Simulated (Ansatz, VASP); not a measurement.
**Ta2N: VASP beside Ansatz**

File POSCAR:

```
Ta2N
1.0
    3.1128615060      0.0000000000      0.0000000000
   -1.5564307530      2.6958171426      0.0000000000
    0.0000000000      0.0000000000      4.8698410000
Ta N
2 1
Direct
    0.3333333333      0.6666666667      0.2547110000
    0.6666666667      0.3333333333      0.7452890000
    0.0000000000      0.0000000000      0.0000000000
```

INCAR.step1

```
SYSTEM = Ta2N
PREC = Accurate
ENCUT = 600
ISMEAR = -1
SIGMA = 0.05
LREAL = .FALSE.
LASPH = .TRUE.
NELM = 80
GGA = PE
ALGO = Normal
EDIFF = 1E-4
LWAVE = .TRUE.
LCHARG = .FALSE.
```

File INCAR.step2:

```
SYSTEM = Ta2N
PREC = Accurate
ENCUT = 600
EDIFF = 1E-6
ISMEAR = -1
SIGMA = 0.05
LREAL = .FALSE.
LASPH = .TRUE.
NELM = 80
ALGO = Normal
ISIF = 3
LWAVE = .FALSE.
LCHARG = .FALSE.
METAGGA = R2SCAN
LMIXTAU = .TRUE.
IBRION = 2
NSW = 60
EDIFFG = -0.01
ISTART = 1
```

The input KPOINTS:

```
regular mesh
0
G
  10 10 6
  0 0 0
```

The input input.yaml:

```yaml
crystal:
  lattice:
    - [3.112861506, 0.0, 0.0]
    - [-1.556430753, 2.6958171426, 0.0]
    - [0.0, 0.0, 4.869841]
  atoms:
    - { symbol: Ta, position: [0.3333333333, 0.6666666667, 0.254711] }
    - { symbol: Ta, position: [0.6666666667, 0.3333333333, 0.745289] }
    - { symbol: "N", position: [0.0, 0.0, 0.0] }
hamiltonian:
  xc: r2scan
  pseudopotentials: { kind: paw }
kpoints:
  mp_grid: { grid: [10, 10, 6] }
scf:
  occupations: { method: fermi_dirac, width: 0.05 }
output:
  forces: true
  stress: true
  eigenvalues: true
  write_density: true
  write_potential: true
  elf: true
  volumetric_format: npy
relax:
  f_tol: 0.01
  max_steps: 40
  cell: { stress_tol: 0.05 }
```

Alike in both runs: task relaxation of cell and atoms; functional r2SCAN; k mesh 10 × 10 × 6; occupations fermi-dirac, width 0.05 eV; no spin polarisation.

|  | VASP | Ansatz |
| --- | --- | --- |
| version | VASP 6.6.1 | Ansatz 0.2.0 |
| potentials or method | VASP PAW PBE potentials, release 64 (Ta_pv, N) | Ansatz PAW |
| plane-wave cutoff (eV) | 600 | 500 |
| valence electrons in the cell | 27 | 31 |

|  | VASP | Ansatz | Ansatz less VASP |
| --- | --- | --- | --- |
| gap on the k mesh at the Fermi level, each at its own relaxed structure (eV) | none | none | - |
| relaxed volume (Å³/atom) | 13.39 | 13.35 | -0.041 |
| relaxed cell length with the largest relative difference (Å) | 3.074 | 3.071 | -0.0031 |

VASP's potentials were made for PBE, not for r2SCAN. A gap of «none» marks a metal or a gap that the smearing closes. VASP's potentials hold 27 valence electrons a cell and Ansatz's 31, so a difference there can come from the potentials and not from the codes.

Neither program's run includes spin-orbit coupling. Noted on Ansatz's run: the plane-wave basis is chosen anew once the cell has moved, so the energies of steps on either side of that aren't comparable.
